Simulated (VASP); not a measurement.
Set up this calculation in VASP 6.6.1, as the native input.

- Task: electric field gradients
- Functional: PBE
- Potentials or basis: VASP PAW PBE potentials, release 64 (Sb)
- Cutoff: 520 eV
- k mesh: 9 × 9 × 9
- Occupations: fermi-dirac, width 0.05 eV
- Spin: no spin polarisation
- Dipole correction: no
- Further INCAR settings: ALGO = Normal; EDIFF = 1e-08; NBANDS = 12

The structure of Sb lies in POSCAR:

```
Sb
1.0
    2.1506003320      1.2416496806      3.8563200000
   -2.1506003320      1.2416496806      3.8563200000
    0.0000000000     -2.4832993611      3.8563200000
Sb
2
Direct
    0.2336400000      0.2336400000      0.2336400000
    0.7663600000      0.7663600000      0.7663600000
```

This cell differs from its parent crystal: zz strain of +3 %.

The input as run:

INCAR

```
SYSTEM = Sb
PREC = Accurate
ENCUT = 520
EDIFF = 1E-8
ISMEAR = -1
SIGMA = 0.05
LREAL = .FALSE.
LASPH = .TRUE.
NELM = 100
ALGO = Normal
ISIF = 2
LWAVE = .FALSE.
LCHARG = .FALSE.
GGA = PE
LEFG = .TRUE.
NBANDS = 12
```

KPOINTS

```
regular mesh
0
G
  9 9 9
  0 0 0
```

Potentials or basis: VASP PAW PBE potentials, release 64 (Sb).

Launch:

```console
$ cat potpaw_PBE.64/Sb/POTCAR > POTCAR
$ mpirun -np 1 vasp_std > vasp.out
```

It gave:

- Pressure: 1.6 GPa
- Largest force: 0.042 eV/Å
- Band gap on the k mesh: 0.06 eV, indirect (least direct gap 0.53 eV)

Caveat: the cell differs from its parent crystal (zz strain of +3 %); without QUAD_EFG the Cq values of the log hold for a quadrupole moment of 1 mb, not for the nuclei; spin-orbit coupling is left out, which moves the levels of the heavy elements.

It took 86 s on 1 thread of AMD EPYC 7R43 64-Core Processor (Zen 3) (shared host), peak memory 0.19 GiB.
